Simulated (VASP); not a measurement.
# W4O in VASP: further runs

W4O is run at these levels: PBE; tasks: relaxation of the atoms.

All numbers are computed with VASP 6.6.1; they aren't measurements. Logs are shortened: lines on timing, memory, paths and dates and some standing lists are left out, and cuts for length are marked.

## (1) The cell of the first run

The cell holds a slab with vacuum, 5 atoms: a = 3.184 Å, b = 3.184 Å, c = 20.143 Å, α = 90.00°, β = 90.00°, γ = 90.00°.

## (2) Relaxation of the atoms, PBE

INCAR

```
SYSTEM = W4O
PREC = Accurate ; ENCUT = 520
EDIFF = 1E-7 ; ISMEAR = 0
SIGMA = 0.1 ; LREAL = .FALSE.
LASPH = .TRUE. ; NELM = 60
ALGO = Normal ; ISIF = 2
LWAVE = .FALSE. ; LCHARG = .FALSE.
LDIPOL = .TRUE. ; IDIPOL = 3
DIPOL = 0.5 0.5 0.361 ; GGA = PE
IBRION = 2 ; NSW = 36
EDIFFG = -0.025
```

KPOINTS

```
Automatic mesh
0
G
  8 8 1
  0 0 0
```

POSCAR

```
W4O
1.0
    3.1836991688      0.0000000000      0.0000000000
    0.0000000000      3.1836991688      0.0000000000
    0.0000000000      0.0000000000     20.1425775749
W O
4 1
Selective dynamics
Direct
    0.5000000000      0.5000000000      0.1985843165  F F F
    0.0000000000      0.0000000000      0.2776134069  F F F
    0.5000000000      0.5000000000      0.3599451800  F F F
    0.0000000000      0.0000000000      0.4290700901  F F F
    0.0000000000      0.0000000000      0.5422631505  F F T
```

Potentials or basis: VASP PAW PBE potentials, release 64 (W_sv, O).

Run with:

```bash
cat potpaw_PBE.64/W_sv/POTCAR potpaw_PBE.64/O/POTCAR > POTCAR
mpirun -np 1 vasp_std > vasp.out
```

OUTCAR:

```text
SYSTEM = W4O
   PREC = Accurate
   ENCUT = 520
   EDIFF = 1E-7
   ISMEAR = 0
   LREAL = .FALSE.
   LASPH = .TRUE.
   NELM = 60
   ISIF = 2
   GGA = PE
   IBRION = 2
   NSW = 36
   EDIFFG = -0.025

 ion  position               nearest neighbor table
   1  0.500  0.500  0.199-   2 2.76   2 2.76   2 2.76   2 2.76   3 3.25
   2  0.000  0.000  0.278-   1 2.76   1 2.76   1 2.76   1 2.76   3 2.80   3 2.80   3 2.80   3 2.80
                             4 3.05
   3  0.500  0.500  0.360-   4 2.65   4 2.65   4 2.65   4 2.65   2 2.80   2 2.80   2 2.80   2 2.80
                             1 3.25
   4  0.000  0.000  0.429-   5 2.28   3 2.65   3 2.65   3 2.65   3 2.65   2 3.05
   5  0.000  0.000  0.542-   4 2.28

  LATTYP: Found a simple tetragonal cell.
 ALAT       =     3.1836991688
 C/A-ratio  =     6.3267841925

  Lattice vectors:

 A1 = (   3.1836991688,   0.0000000000,   0.0000000000)
 A2 = (   0.0000000000,   3.1836991688,   0.0000000000)
 A3 = (   0.0000000000,   0.0000000000,  20.1425775749)

Analysis of symmetry for initial positions (statically):
=====================================================================
 Subroutine PRICEL returns:
 Original cell was already a primitive cell.

 Routine SETGRP: Setting up the symmetry group for a
 simple tetragonal supercell.

 Subroutine GETGRP returns: Found  8 space group operations
 (whereof  8 operations were pure point group operations)
 out of a pool of 16 trial point group operations.

The static configuration has the point symmetry C_4v.

Analysis of symmetry for dynamics (positions and initial velocities):
=====================================================================
 Subroutine PRICEL returns:
 Original cell was already a primitive cell.

 Routine SETGRP: Setting up the symmetry group for a
 simple tetragonal supercell.

 Subroutine GETGRP returns: Found  8 space group operations
 (whereof  8 operations were pure point group operations)
 out of a pool of 16 trial point group operations.

The dynamic configuration has the point symmetry C_4v.

Analysis of constrained symmetry for selective dynamics:
=====================================================================
 Subroutine PRICEL returns:
 Original cell was already a primitive cell.

 Routine SETGRP: Setting up the symmetry group for a
 simple tetragonal supercell.

 Subroutine GETGRP returns: Found  8 space group operations
 (whereof  8 operations were pure point group operations)
 out of a pool of 16 trial point group operations.

The constrained configuration has the point symmetry C_4v.

 Subroutine INISYM returns: Found  8 space group operations
 (whereof  8 operations are pure point group operations),
 and found     1 'primitive' translations

----------------------------------------------------------------------------------------

                                     Primitive cell

  volume of cell :     204.1640

  direct lattice vectors                    reciprocal lattice vectors
     3.183699169  0.000000000  0.000000000     0.314100029  0.000000000  0.000000000
     0.000000000  3.183699169  0.000000000     0.000000000  0.314100029  0.000000000
     0.000000000  0.000000000 20.142577575     0.000000000  0.000000000  0.049646079

  length of vectors
     3.183699169  3.183699169 20.142577575     0.314100029  0.314100029  0.049646079

  position of ions in fractional coordinates (direct lattice)
     0.500000000  0.500000000  0.198584317
     0.000000000  0.000000000  0.277613407
     0.500000000  0.500000000  0.359945180
     0.000000000  0.000000000  0.429070090
     0.000000000  0.000000000  0.542263150

  ion indices of the primitive-cell ions
   primitive index   ion index
                 1           1
                 2           2
[... 48 lines left out ...]
   number of dos      NEDOS =    301   number of ions     NIONS =      5
   total plane-waves  NPLWV =  86400
   dimension x,y,z NGX =    24 NGY =   24 NGZ =  150
   dimension x,y,z NGXF=    48 NGYF=   48 NGZF=  300
   ions per type =               4   1
   NGX,Y,Z   is equivalent  to a cutoff of  12.53, 12.53, 12.38 a.u.
   NGXF,Y,Z  is equivalent  to a cutoff of  25.06, 25.06, 24.76 a.u.
 SYSTEM =  W4O
   PREC   = accura    normal or accurate (medium, high low for compatibility)
   ISTART =      0    job   : 0-new  1-cont  2-samecut
   ICHARG =      2    charge: 1-file 2-atom 10-const
   ISPIN  =      1    spin polarized calculation?
   LNONCOLLINEAR =      F non collinear calculations
   LSORBIT =      F    spin-orbit coupling
   LASPH  =      T    aspherical Exc in radial PAW
   ENCUT  =  520.0 eV  38.22 Ry    6.18 a.u.   5.92  5.92 37.45*2*pi/ulx,y,z
   NELM   =     60;   NELMIN=  2; NELMDL= -5     # of ELM steps
   EDIFF  = 0.1E-06   stopping-criterion for ELM
   LREAL  =      F    real-space projection
   EDIFFG = -.3E-01   stopping-criterion for IOM
   NSW    =     36    number of steps for IOM
   IBRION =      2    ionic relax: 0-MD 1-quasi-New 2-CG
   NFREE  =      1    steps in history (QN), initial steepest desc. (CG)
   ISIF   =      2    stress and relaxation
   ISYM   =      2    0-nonsym 1-usesym 2-fastsym
   POTIM  = 0.5000    time-step for ionic-motion
   TEBEG  =    0.0;   TEEND  =   0.0 temperature during run
   PSTRESS=    0.0 pullay stress
   NELECT =      62.0000    total number of electrons
   NUPDOWN=      -1.0000    fix difference up-down
   EMIN   =  10.00;   EMAX   =-10.00  energy-range for DOS
   EFERMI =   0.00;   METHOD = LEGACY
   ISMEAR =     0;   SIGMA  =   0.10  broadening in eV -4-tet -1-fermi 0-gaus
   EFERMI_NEDOS =   21; number of points for ismear=-14 and -15
   IALGO  =     38    algorithm
   IMIX   =      4    mixing-type and parameters
     AMIX     =   0.40;   BMIX     =  1.00
     AMIX_MAG =   1.60;   BMIX_MAG =  1.00
  volume/ion in A,a.u.               =      40.83       275.55
  Fermi-wavevector in a.u.,A,eV,Ry     =   1.100388  2.079431 16.474654  1.210853
  Thomas-Fermi vector in A             =   2.236798
   LORBIT       =      0    0 simple, 1 ext, 2 COOP (PROOUT), +10 PAW based schemes
   GGA     = PE    functional components
   LHFCALC =     F    Hartree Fock is set to
   AEXX    =    0.0000 exact exchange contribution
   IVDW    =     0    specifies the selected vdW correction
   LEPSILON=     F    determine dielectric tensor
   LRPA    =     F    only Hartree local field effects (RPA)
 conjugate gradient relaxation of ions
 non-spin polarized calculation
 Gauss-broadening in eV      SIGMA  =   0.10
  energy-cutoff  :      520.00
  volume of cell :      204.16
 maximum number of plane-waves:      5576
 NGX is ok and might be reduce to    24
   NGX = 11   NGY = 11   NGZ = 75

--------------------------------------- Ionic step        1  -------------------------------------------

 number of electron      61.9999989 magnetization

 Free energy of the ion-electron system (eV)
  ---------------------------------------------------
  ext. energy  EPLUGINS =         0.00000000
  ---------------------------------------------------
  free energy    TOTEN  =       -51.73318575 eV

  energy without entropy =      -51.70292265  energy(sigma->0) =      -51.71805420

------------------------ aborting loop because EDIFF is reached ----------------------------------------

  FORCE on cell =-STRESS in cart. coord.  units (eV):
  Direction    XX          YY          ZZ          XY          YZ          ZX
  --------------------------------------------------------------------------------------
  -------------------------------------------------------------------------------------
  Total       -4.0633991     -4.0633991    -14.4647344      0.0000000      0.0000000      0.0000000
  in kB      -31.8875363    -31.8875363   -113.5120462      0.0000000      0.0000000      0.0000000
  external PRESSURE =     -59.0957063 kB  Pullay stress =       0.0000000 kB
[... 65 lines left out ...]
--------------------------------------- Ionic step        3  -------------------------------------------

 number of electron      61.9999987 magnetization

 E-fermi :   0.0689     XC(G=0):  -5.7144

 val. band max:        0.0584819692   @ k =   0.2500   0.1250   0.0000
 cond. band min:       0.0971997242   @ k =   0.3750   0.0000   0.0000
 fundamental gap:      0.0387177550
 Fermi energy:         0.0688743986

 k-point     1 :       0.0000    0.0000    0.0000
  band No.  band energies     occupation
      1     -73.8768      2.00000
      2     -73.7996      2.00000
      3     -73.6941      2.00000
      4     -73.3993      2.00000
      5     -39.7025      2.00000
      6     -38.2436      2.00000
[... 621 lines left out ...]
  FREE ENERGIE OF THE ION-ELECTRON SYSTEM (eV)
  ---------------------------------------------------
  free  energy   TOTEN  =       -52.9271341264 eV

  energy  without entropy=      -52.8964547185  energy(sigma->0) =      -52.91179442

 dipolmoment           0.000000      0.000000     -0.156956 electrons x Angstroem

[... ionic steps 4 to 7 ...]

--------------------------------------- Ionic step        8  -------------------------------------------

 number of electron      61.9999989 magnetization

------------------------ aborting loop because EDIFF is reached ----------------------------------------
[... 73 lines left out ...]
--------------------------------------- Ionic step       10  -------------------------------------------

 number of electron      61.9999990 magnetization

 dipolmoment           0.000000      0.000000      0.222068 electrons x Angstroem

 Free energy of the ion-electron system (eV)
  ---------------------------------------------------
  ext. energy  EPLUGINS =         0.00000000
  ---------------------------------------------------
  free energy    TOTEN  =       -54.63136046 eV

  energy without entropy =      -54.60087361  energy(sigma->0) =      -54.61611704

 E-fermi :  -0.4640     XC(G=0):  -5.7803

 val. band max:       -0.4867673881   @ k =   0.1250   0.0000   0.0000
 cond. band min:      -0.4554111390   @ k =   0.3750   0.0000   0.0000
 fundamental gap:      0.0313562492
 Fermi energy:        -0.4640255424

 k-point     1 :       0.0000    0.0000    0.0000
  band No.  band energies     occupation
      1     -74.3425      2.00000
      2     -74.3152      2.00000
      3     -74.2260      2.00000
      4     -73.9754      2.00000
      5     -39.0138      2.00000
      6     -38.7787      2.00000
[... 589 lines left out ...]
     36       2.9294      0.00000
     37       3.0351      0.00000

------------------------ aborting loop because EDIFF is reached ----------------------------------------

 vacuum level on the upper side and lower side of the slab       (xc-potential included)         1.794        -2.125

  FORCE on cell =-STRESS in cart. coord.  units (eV):
  Direction    XX          YY          ZZ          XY          YZ          ZX
  --------------------------------------------------------------------------------------
  -------------------------------------------------------------------------------------
  Total       -1.8486159     -1.8486159      1.1341758      0.0000000      0.0000000      0.0000000
  in kB      -14.5070186    -14.5070186      8.9004477      0.0000000      0.0000000      0.0000000
  external PRESSURE =      -6.7045299 kB  Pullay stress =       0.0000000 kB
[... 20 lines left out ...]
  FREE ENERGIE OF THE ION-ELECTRON SYSTEM (eV)
  ---------------------------------------------------
  free  energy   TOTEN  =       -54.6313604570 eV

  energy  without entropy=      -54.6008736130  energy(sigma->0) =      -54.61611704

 reached required accuracy - stopping structural energy minimisation

 vacuum level on the upper side and lower side of the slab         7.591         3.559
```

It took 36 min on 1 thread of Intel Xeon 8259CL, shared host; peak memory 0.35 GiB.

What came out:

| Quantity | Value |
| --- | --- |
| Free energy | -54.6314 eV |
| Energy gained by relaxing | 579.6 meV/atom |
| Ionic steps | 10 |
| Band gap on the k mesh | zero (bands 31 and 32 overlap by 2.11 eV) |

Step by step:
| step | energy change (eV) | largest force on free atoms (eV/Å) | pressure (GPa) |
| --- | --- | --- | --- |
| 1 | 0.0000 | 5.9596 | -5.91 |
| 2 | -1.8262 | 6.2408 | -4.75 |
| 3 | -1.1939 | 19.3262 | 7.69 |
| 4 | -2.4882 | 4.8226 | -3.50 |
| 5 | -2.8687 | 1.8104 | 0.24 |
| 6 | -2.8922 | 0.7464 | -1.06 |
| 7 | -2.8981 | 0.0692 | -0.71 |
| 8 | -2.8959 | 0.4848 | -0.42 |
| 9 | -2.8902 | 0.8538 | -1.12 |
| 10 | -2.8982 | 0.0012 | -0.67 |

Final structure:
```cif
data_structure
_symmetry_space_group_name_H-M 'P 1'
_symmetry_Int_Tables_number 1
_cell_length_a 3.1837
_cell_length_b 3.1837
_cell_length_c 20.1426
_cell_angle_alpha 90.000
_cell_angle_beta 90.000
_cell_angle_gamma 90.000
_cell_volume 204.16
loop_
_atom_site_label
_atom_site_type_symbol
_atom_site_fract_x
_atom_site_fract_y
_atom_site_fract_z
_atom_site_occupancy
W1 W 0.50000 0.50000 0.19858 1
W2 W 0.00000 0.00000 0.27761 1
W3 W 0.50000 0.50000 0.35995 1
W4 W 0.00000 0.00000 0.42907 1
O1 O 0.00000 0.00000 0.51485 1
```

Levels at points of the mesh, in eV from the Fermi level:
```csv
k point,band 27,band 28,band 29,band 30,band 31,band 32,band 33,band 34,band 35,band 36
"(0.00, 0.00, 0.00)",-0.70,-0.70,-0.65,-0.58,-0.20,0.27,0.27,0.81,1.75,1.91
"(0.50, 0.00, 0.00)",-1.72,-1.49,-0.78,-0.22,0.09,0.62,0.64,1.18,2.55,2.60
"(0.50, 0.50, 0.00)",-1.99,-1.99,-0.61,-0.61,2.01,2.11,2.11,2.83,2.83,3.39
```

Caveat: spin-orbit coupling is left out, which moves the levels of the heavy elements.

(Part 1 of 2 ends here.)

The gap in the log of VASP goes by the Fermi energy; the results here count the filled bands.